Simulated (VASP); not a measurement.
# Re (P6_3/mmc) in VASP: a series of runs

Runs on Re. Level: PBE. Tasks: electric field gradients.

All numbers are computed with VASP 6.6.1; they aren't measurements. Logs are shortened: lines on timing, memory, paths and dates and some standing lists are left out, and cuts for length are marked.

## 1. The cell of the first run

It takes space group P6_3/mmc (No. 194, hexagonal). The conventional cell has a = 2.550 Å, b = 2.550 Å, c = 4.077 Å, α = 90.00°, β = 90.00°, γ = 120.00°. Re (site symmetry -6m2) has 12 Re at 2.51 to 2.55 Å within 3.3 Å.

## 2. Electric field gradients, PBE (volume scaled by 0.94)

Input file INCAR:

```
ALGO     = Normal         # electronic algorithm
EDIFF    = 1E-8           # SCF threshold, eV
ENCUT    = 520            # plane-wave cutoff, eV
GGA      = PE             # functional
ISIF     = 2              # what is computed and relaxed
ISMEAR   = -1             # smearing method
LASPH    = T              # aspherical terms in the spheres
LCHARG   = F              # write CHGCAR
LEFG     = T            
LREAL    = F              # projectors in reciprocal space
LWAVE    = F              # write WAVECAR
NBANDS   = 14             # bands
NELM     = 80             # most SCF steps
PREC     = Accurate       # precision mode
SIGMA    = 0.05           # smearing width, eV
```

Input file KPOINTS:

```
k-points
0
Gamma
  14 14 8
```

Input file POSCAR:

```
Re
1.0
    2.5497657329      0.0000000000      0.0000000000
   -1.2748828664      2.2081618983      0.0000000000
    0.0000000000      0.0000000000      4.0770373845
Re
2
Direct
    0.3333333333      0.6666666667      0.2500000000
    0.6666666667      0.3333333333      0.7500000000
```

Potentials or basis: VASP PAW PBE potentials, release 64 (Re).

The run is started by

```
$ cat potpaw_PBE.64/Re/POTCAR > POTCAR
$ mpirun -np 1 vasp_std > vasp.out
```

OUTCAR:

```text
EDIFF = 1E-8
   ENCUT = 520
   GGA = PE
   ISIF = 2
   ISMEAR = -1
   LASPH = T
   LREAL = F
   NELM = 80
   PREC = Accurate

 ion  position               nearest neighbor table
   1  0.333  0.667  0.250-   2 2.51   2 2.51   2 2.51   2 2.51   2 2.51   2 2.51
   2  0.667  0.333  0.750-   1 2.51   1 2.51   1 2.51   1 2.51   1 2.51   1 2.51

  LATTYP: Found a hexagonal cell.
 ALAT       =     2.5497657329
 C/A-ratio  =     1.5989850879

  Lattice vectors:

 A1 = (   2.5497657329,   0.0000000000,   0.0000000000)
 A2 = (  -1.2748828664,   2.2081618983,   0.0000000000)
 A3 = (   0.0000000000,   0.0000000000,   4.0770373845)

Analysis of symmetry for initial positions (statically):
=====================================================================
 Subroutine PRICEL returns:
 Original cell was already a primitive cell.

 Routine SETGRP: Setting up the symmetry group for a
 hexagonal supercell.

 Subroutine GETGRP returns: Found 24 space group operations
 (whereof 12 operations were pure point group operations)
 out of a pool of 24 trial point group operations.

The static configuration has the point symmetry D_3d.
 The point group associated with its full space group is D_6h.

Analysis of symmetry for dynamics (positions and initial velocities):
=====================================================================
 Subroutine PRICEL returns:
 Original cell was already a primitive cell.

 Routine SETGRP: Setting up the symmetry group for a
 hexagonal supercell.

 Subroutine GETGRP returns: Found 24 space group operations
 (whereof 12 operations were pure point group operations)
 out of a pool of 24 trial point group operations.

The dynamic configuration has the point symmetry D_3d.
 The point group associated with its full space group is D_6h.

 Subroutine INISYM returns: Found 24 space group operations
 (whereof 12 operations are pure point group operations),
 and found     1 'primitive' translations

----------------------------------------------------------------------------------------

                                     Primitive cell

[... 132 lines left out ...]
  ext. energy  EPLUGINS =         0.00000000
  ---------------------------------------------------
  free energy    TOTEN  =       -21.87237465 eV

  energy without entropy =      -21.86152031  energy(sigma->0) =      -21.86694748

 E-fermi :  11.3061     XC(G=0): -15.1359

 val. band max:       11.3012886840   @ k =   0.0000   0.0000   0.0000
 cond. band min:      11.3104120227   @ k =   0.4286   0.0000   0.1250
 fundamental gap:      0.0091233387
 Fermi energy:        11.3060909631

 k-point     1 :       0.0000    0.0000    0.0000
  band No.  band energies     occupation
      1      -0.2430      2.00000
      2       2.5923      2.00000
      3       8.8437      2.00000
      4       8.8437      2.00000
      5       9.0799      2.00000
      6      10.1307      2.00000
      7      10.1307      2.00000
      8      11.3013      1.04799
      9      11.3013      1.04799
     10      12.9878      0.00000
     11      15.8807      0.00000
     12      15.8807      0.00000
     13      24.8534      0.00000
     14      25.5685      0.00000
[... 377 lines left out ...]
      1       3.7197      2.00000
      2       5.9350      2.00000
      3       6.0520      2.00000
      4       7.1806      2.00000
      5       8.2468      2.00000
      6       8.7379      2.00000
      7      11.2797      1.25799
      8      15.2904      0.00000
      9      16.0152      0.00000
     10      16.4154      0.00000
     11      20.0429      0.00000
     12      20.2161      0.00000
     13      22.3080      0.00000
     14      29.6760      0.00000

 [... further k-points ...]
[... 5 lines left out ...]
  --------------------------------------------------------------------------------------
  -------------------------------------------------------------------------------------
  Total       24.5196142     24.5196142     25.8577188      0.0000000      0.0000000      0.0000000
  in kB     1711.3873983   1711.3873981   1804.7826405      0.0000000      0.0000000      0.0000000
  external PRESSURE =    1742.5191456 kB  Pullay stress =       0.0000000 kB

 VOLUME and BASIS-vectors are now :
 -----------------------------------------------------------------------------
  energy-cutoff  :      520.00
  volume of cell :       22.95
      direct lattice vectors                 reciprocal lattice vectors
     2.549765733  0.000000000  0.000000000     0.392192893  0.226432673  0.000000000
    -1.274882866  2.208161898  0.000000000     0.000000000  0.452865345  0.000000000
     0.000000000  0.000000000  4.077037384     0.000000000  0.000000000  0.245276142

 POSITION                                       TOTAL-FORCE (eV/Angst)
 -----------------------------------------------------------------------------------
     -0.00000      1.47211      1.01926        -0.000000      0.000000      0.000000
      1.27488      0.73605      3.05778         0.000000      0.000000      0.000000
 -----------------------------------------------------------------------------------
    total drift:                                0.000000     -0.000000     -0.000000

  FREE ENERGIE OF THE ION-ELECTRON SYSTEM (eV)
  ---------------------------------------------------
  free  energy   TOTEN  =       -21.8723746513 eV

  energy  without entropy=      -21.8615203121  energy(sigma->0) =      -21.86694748

 Electric field gradients (V/A^2)
---------------------------------------------------------------------
 ion       V_xx      V_yy      V_zz      V_xy      V_xz      V_yz
---------------------------------------------------------------------
   1      53.576    53.576  -107.151    -0.000     0.000    -0.000
   2      53.576    53.576  -107.151    -0.000    -0.000     0.000
---------------------------------------------------------------------

 Electric field gradients after diagonalization (V/A^2)
 (convention: |V_zz| > |V_xx| > |V_yy|)
----------------------------------------------------------------------
 ion       V_xx      V_yy      V_zz     asymmetry (V_yy - V_xx)/ V_zz
----------------------------------------------------------------------
   1      53.576    53.575  -107.151       0.000
   2      53.576    53.575  -107.151       0.000
----------------------------------------------------------------------

           NMR quadrupolar parameters

 Cq : quadrupolar parameter    Cq=e*Q*V_zz/h
 eta: asymmetry parameters     (V_yy - V_xx)/ V_zz
 Q  : nuclear electric quadrupole moment in mb (millibarn)
----------------------------------------------------------------------
 ion       Cq(MHz)       eta       Q (mb)
----------------------------------------------------------------------
   1      -0.259       0.000       1.000
   2      -0.259       0.000       1.000
----------------------------------------------------------------------
```

OSZICAR:

```text
N       E                     dE             d eps       ncg     rms          rms(c)
DAV:   1     0.248023053984E+02    0.24802E+02   -0.70534E+03  6704   0.134E+03
DAV:   2    -0.221012019129E+02   -0.46904E+02   -0.41882E+02  5482   0.330E+02
DAV:   3    -0.229794802216E+02   -0.87828E+00   -0.86905E+00  5082   0.399E+01
DAV:   4    -0.229868275833E+02   -0.73474E-02   -0.73436E-02  5190   0.236E+00
DAV:   5    -0.229869502289E+02   -0.12265E-03   -0.12263E-03  5064   0.534E-01    0.678E+01
DAV:   6    -0.222554455886E+02    0.73150E+00   -0.18334E-01  5884   0.983E+00    0.371E+01
DAV:   7    -0.218739263474E+02    0.38152E+00   -0.29105E-01  5750   0.119E+01    0.343E-01
DAV:   8    -0.218725827261E+02    0.13436E-02   -0.42456E-03  5614   0.649E-01    0.285E-01
DAV:   9    -0.218723995559E+02    0.18317E-03   -0.69474E-04  5610   0.345E-01    0.577E-02
DAV:  10    -0.218723843032E+02    0.15253E-04   -0.30145E-05  5364   0.432E-02    0.112E-02
DAV:  11    -0.218723747940E+02    0.95093E-05   -0.16240E-06  5616   0.293E-02    0.367E-03
DAV:  12    -0.218723746463E+02    0.14770E-06   -0.43165E-08  4258   0.636E-03    0.105E-03
DAV:  13    -0.218723746513E+02   -0.49790E-08   -0.11086E-08  3386   0.184E-03
   1 F= -.21872375E+02 E0= -.21866947E+02  d E =-.108543E-01
```

Wall time 50 s (1 thread of Intel Xeon Platinum 8375C at 2.90GHz (Ice Lake), shared host); peak memory 0.16 GiB.

Results:

- Free energy: -21.8724 eV
- Pressure: 174.3 GPa
- Band gap on the k mesh: zero (band 7 reaches 13.42 eV, above the bottom of band 8 at 8.65 eV)

Stress tensor (GPa, compression positive):
```
171.14   0.00   0.00
  0.00 171.14   0.00
  0.00   0.00 180.48
```

Electric field gradients, principal values (V/Å²):
```csv
atom,least,middle,greatest (by size)
1 Re,53.575,53.576,-107.151
2 Re,53.575,53.576,-107.151
```

Caveat: without QUAD_EFG the Cq values of the log hold for a quadrupole moment of 1 mb, not for the nuclei; spin-orbit coupling is left out, which moves the levels of the heavy elements.

## 3. Electric field gradients, PBE (volume scaled by 0.94)

Input file INCAR:

```
SYSTEM = Re
ALGO = Normal
EDIFF = 1E-8
ENCUT = 520
GGA = PE
ISIF = 2
ISMEAR = -1
LASPH = .TRUE.
LCHARG = .FALSE.
LEFG = .TRUE.
LREAL = .FALSE.
LWAVE = .FALSE.
NBANDS = 14
NELM = 100
PREC = Accurate
SIGMA = 0.05
```

Input file KPOINTS:

```
k-points
0
G
  14 14 8
  0 0 0
```

POSCAR is that of step 2.

Potentials or basis: VASP PAW PBE potentials, release 64 (Re).

The run is started by

```
$ cat potpaw_PBE.64/Re/POTCAR > POTCAR
$ mpirun -np 1 vasp_std > vasp.out
```

OUTCAR:

```text
SYSTEM = Re
   EDIFF = 1E-8
   ENCUT = 520
   GGA = PE
   ISIF = 2
   ISMEAR = -1
   LASPH = .TRUE.
   LREAL = .FALSE.
   NELM = 100
   PREC = Accurate

 ion  position               nearest neighbor table
   1  0.333  0.667  0.250-   2 2.51   2 2.51   2 2.51   2 2.51   2 2.51   2 2.51
   2  0.667  0.333  0.750-   1 2.51   1 2.51   1 2.51   1 2.51   1 2.51   1 2.51

  LATTYP: Found a hexagonal cell.
 ALAT       =     2.5497657329
 C/A-ratio  =     1.5989850879

  Lattice vectors:

 A1 = (   2.5497657329,   0.0000000000,   0.0000000000)
 A2 = (  -1.2748828664,   2.2081618983,   0.0000000000)
[... 623 lines left out ...]
  free  energy   TOTEN  =       -21.8723746513 eV

  energy  without entropy=      -21.8615203121  energy(sigma->0) =      -21.86694748

 Electric field gradients (V/A^2)
---------------------------------------------------------------------
 ion       V_xx      V_yy      V_zz      V_xy      V_xz      V_yz
---------------------------------------------------------------------
   1      53.576    53.576  -107.151    -0.000     0.000    -0.000
   2      53.576    53.576  -107.151    -0.000    -0.000     0.000
---------------------------------------------------------------------

 Electric field gradients after diagonalization (V/A^2)
 (convention: |V_zz| > |V_xx| > |V_yy|)
----------------------------------------------------------------------
 ion       V_xx      V_yy      V_zz     asymmetry (V_yy - V_xx)/ V_zz
----------------------------------------------------------------------
   1      53.576    53.575  -107.151       0.000
   2      53.576    53.575  -107.151       0.000
----------------------------------------------------------------------

           NMR quadrupolar parameters

 Cq : quadrupolar parameter    Cq=e*Q*V_zz/h
 eta: asymmetry parameters     (V_yy - V_xx)/ V_zz
 Q  : nuclear electric quadrupole moment in mb (millibarn)
----------------------------------------------------------------------
 ion       Cq(MHz)       eta       Q (mb)
----------------------------------------------------------------------
   1      -0.259       0.000       1.000
   2      -0.259       0.000       1.000
----------------------------------------------------------------------
```

OSZICAR:

```text
N       E                     dE             d eps       ncg     rms          rms(c)
DAV:   1     0.248023053984E+02    0.24802E+02   -0.70534E+03  6704   0.134E+03
DAV:   2    -0.221012019129E+02   -0.46904E+02   -0.41882E+02  5482   0.330E+02
DAV:   3    -0.229794802216E+02   -0.87828E+00   -0.86905E+00  5082   0.399E+01
DAV:   4    -0.229868275833E+02   -0.73474E-02   -0.73436E-02  5190   0.236E+00
DAV:   5    -0.229869502289E+02   -0.12265E-03   -0.12263E-03  5064   0.534E-01    0.678E+01
DAV:   6    -0.222554455886E+02    0.73150E+00   -0.18334E-01  5884   0.983E+00    0.371E+01
DAV:   7    -0.218739263474E+02    0.38152E+00   -0.29105E-01  5750   0.119E+01    0.343E-01
DAV:   8    -0.218725827261E+02    0.13436E-02   -0.42456E-03  5614   0.649E-01    0.285E-01
DAV:   9    -0.218723995559E+02    0.18317E-03   -0.69474E-04  5610   0.345E-01    0.577E-02
DAV:  10    -0.218723843032E+02    0.15253E-04   -0.30145E-05  5364   0.432E-02    0.112E-02
DAV:  11    -0.218723747940E+02    0.95093E-05   -0.16240E-06  5616   0.293E-02    0.367E-03
DAV:  12    -0.218723746463E+02    0.14770E-06   -0.43165E-08  4258   0.636E-03    0.105E-03
DAV:  13    -0.218723746513E+02   -0.49790E-08   -0.11086E-08  3386   0.184E-03
   1 F= -.21872375E+02 E0= -.21866947E+02  d E =-.108543E-01
```

Wall time 55 s (1 thread of Intel Xeon Platinum 8375C at 2.90GHz (Ice Lake), shared host); peak memory 0.16 GiB.

What came out:

```
Free energy            : -21.8724 eV
Pressure               : 174.3 GPa
Band gap on the k mesh : zero (band 7 reaches 13.42 eV, above the bottom of band 8 at 8.65 eV)
```

Levels at points of the mesh, in eV from the Fermi level:
```
           k point  band 4  band 5  band 6  band 7  band 8  band 9  band 10  band 11
(0.00, 0.00, 0.00)   -2.46   -2.23   -1.18   -1.18    0.00    0.00     1.68     4.57
(0.50, 0.00, 0.00)   -3.04   -1.62   -1.62   -0.63    5.56    6.40     6.42     8.66
(0.00, 0.00, 0.50)   -3.03   -2.66   -2.66   -2.66   -2.66    3.59     3.59     3.59
(0.50, 0.00, 0.50)   -5.81    0.34    0.34    1.74    1.74    6.05     6.05     6.77
```

Electric field gradients, principal values (V/Å²):
| atom | least | middle | greatest (by size) |
| --- | --- | --- | --- |
| 1 Re | 53.575 | 53.576 | -107.151 |
| 2 Re | 53.575 | 53.576 | -107.151 |

Caveat: without QUAD_EFG the Cq values of the log hold for a quadrupole moment of 1 mb, not for the nuclei; spin-orbit coupling is left out, which moves the levels of the heavy elements.

## 4. Electric field gradients, PBE (volume scaled by 0.9405)

Input file INCAR:

```
ALGO = Normal
EDIFF = 1E-8
ENCUT = 520
GGA = PE
ISIF = 2
ISMEAR = -1
LASPH = True
LCHARG = False
LEFG = True
LREAL = False
LWAVE = False
NBANDS = 14
NELM = 80
PREC = Accurate
SIGMA = 0.05
```

Input file KPOINTS:

```
k-points
0
Gamma
  14 14 8
```

Input file POSCAR:

```
Re
1.0
    2.5502177389      0.0000000000      0.0000000000
   -1.2751088694      2.2085533470      0.0000000000
    0.0000000000      0.0000000000      4.0777601353
Re
2
Direct
    0.3333333333      0.6666666667      0.2500000000
    0.6666666667      0.3333333333      0.7500000000
```

Potentials or basis: VASP PAW PBE potentials, release 64 (Re).

The run is started by

```
$ cat potpaw_PBE.64/Re/POTCAR > POTCAR
$ mpirun -np 1 vasp_std > vasp.out
```

OUTCAR:

```text
EDIFF = 1E-8
   ENCUT = 520
   GGA = PE
   ISIF = 2
   ISMEAR = -1
   LASPH = True
   LREAL = False
   NELM = 80
   PREC = Accurate

 ion  position               nearest neighbor table
   1  0.333  0.667  0.250-   2 2.51   2 2.51   2 2.51   2 2.51   2 2.51   2 2.51
   2  0.667  0.333  0.750-   1 2.51   1 2.51   1 2.51   1 2.51   1 2.51   1 2.51

  LATTYP: Found a hexagonal cell.
 ALAT       =     2.5502177389
 C/A-ratio  =     1.5989850879

  Lattice vectors:

 A1 = (   2.5502177389,   0.0000000000,   0.0000000000)
 A2 = (  -1.2751088694,   2.2085533470,   0.0000000000)
 A3 = (   0.0000000000,   0.0000000000,   4.0777601353)

Analysis of symmetry for initial positions (statically):
=====================================================================
 Subroutine PRICEL returns:
 Original cell was already a primitive cell.

 Routine SETGRP: Setting up the symmetry group for a
[... 599 lines left out ...]
  energy-cutoff  :      520.00
  volume of cell :       22.97
      direct lattice vectors                 reciprocal lattice vectors
     2.550217739  0.000000000  0.000000000     0.392123380  0.226392539  0.000000000
    -1.275108869  2.208553347  0.000000000     0.000000000  0.452785078  0.000000000
     0.000000000  0.000000000  4.077760135     0.000000000  0.000000000  0.245232669

 POSITION                                       TOTAL-FORCE (eV/Angst)
 -----------------------------------------------------------------------------------
     -0.00000      1.47237      1.01944        -0.000000     -0.000000      0.000000
      1.27511      0.73618      3.05832         0.000000      0.000000      0.000000
 -----------------------------------------------------------------------------------
    total drift:                                0.000000     -0.000000     -0.000000

  FREE ENERGIE OF THE ION-ELECTRON SYSTEM (eV)
  ---------------------------------------------------
  free  energy   TOTEN  =       -21.8856343970 eV

  energy  without entropy=      -21.8747917085  energy(sigma->0) =      -21.88021305

 Electric field gradients (V/A^2)
---------------------------------------------------------------------
 ion       V_xx      V_yy      V_zz      V_xy      V_xz      V_yz
---------------------------------------------------------------------
   1      53.567    53.567  -107.134    -0.000     0.000    -0.000
   2      53.567    53.567  -107.134    -0.000    -0.000     0.000
---------------------------------------------------------------------

 Electric field gradients after diagonalization (V/A^2)
 (convention: |V_zz| > |V_xx| > |V_yy|)
----------------------------------------------------------------------
 ion       V_xx      V_yy      V_zz     asymmetry (V_yy - V_xx)/ V_zz
----------------------------------------------------------------------
   1      53.567    53.567  -107.134       0.000
   2      53.567    53.567  -107.134       0.000
----------------------------------------------------------------------

           NMR quadrupolar parameters

 Cq : quadrupolar parameter    Cq=e*Q*V_zz/h
 eta: asymmetry parameters     (V_yy - V_xx)/ V_zz
 Q  : nuclear electric quadrupole moment in mb (millibarn)
----------------------------------------------------------------------
 ion       Cq(MHz)       eta       Q (mb)
----------------------------------------------------------------------
   1      -0.259       0.000       1.000
   2      -0.259       0.000       1.000
----------------------------------------------------------------------
```

stdout:

```text
POSCAR found type information on POSCAR Re
 POSCAR found :  1 types and       2 ions
 scaLAPACK will be used
 LDA part: xc-table for (Slater+PW92), standard interpolation
 POSCAR, INCAR and KPOINTS ok, starting setup
 FFT: planning ... GRIDC
 FFT: planning ... GRID_SOFT
 FFT: planning ... GRID
 WAVECAR not read
 entering main loop
ion   1

ion   2
```

Wall time 36 s (1 thread of Intel Xeon Platinum 8259CL at 2.50GHz (Skylake/Cascade Lake), shared host); peak memory 0.15 GiB.

Results:

- Free energy: -21.8856 eV
- Pressure: 173.7 GPa
- Band gap on the k mesh: zero (band 7 reaches 13.41 eV, above the bottom of band 8 at 8.65 eV)

Electric field gradients, principal values (V/Å²):
| atom | least | middle | greatest (by size) |
| --- | --- | --- | --- |
| 1 Re | 53.567 | 53.567 | -107.134 |
| 2 Re | 53.567 | 53.567 | -107.134 |

Caveat: without QUAD_EFG the Cq values of the log hold for a quadrupole moment of 1 mb, not for the nuclei; spin-orbit coupling is left out, which moves the levels of the heavy elements.
